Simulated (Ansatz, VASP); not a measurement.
One calculation of Ti5C, two programs

```
CELL_PARAMETERS angstrom
5.43852 0.00000 0.00000
-2.71926 4.70990 0.00000
0.00000 0.00000 3.51192
ATOMIC_POSITIONS crystal
Ti 0.00000 0.27617 0.00000
Ti 0.72383 0.72383 0.00000
Ti 0.27617 0.00000 0.00000
Ti 0.66667 0.33333 0.50000
Ti 0.33333 0.66667 0.50000
C 0.00000 0.00000 0.50000
```

Change from the starting cell: species swapped into the Mg5Sn type (P-62m, No. 189).

Alike in both runs: functional PBE; k mesh 6 × 6 × 4; occupations gaussian, width 0.1 eV; no spin polarisation.

Ansatz relaxed the structure, and its values are those at the end. VASP's run is a single point on that final structure, the one shown.

|  | VASP | Ansatz |
| --- | --- | --- |
| version | VASP 6.6.1 | Ansatz 0.2.0 |
| potentials or method | VASP PAW PBE potentials, release 64 (Ti_sv, C), cutoff 520 eV | scalar-relativistic, plane waves, PAW |
| valence electrons in the cell | 64 | 64 |

|  | VASP | Ansatz | Ansatz less VASP |
| --- | --- | --- | --- |
| gap on the k mesh at the Fermi level (eV) | none | none | - |
| pressure (GPa) | 0.1 | 0.2 | +0.11 |
| rms of the force components (eV/Å) | 0.003 | 0.004 | +0.0017 |

A gap of «none» marks a metal or a gap that the smearing closes.

The k mesh is coarse, so the values compare programs but aren't converged.
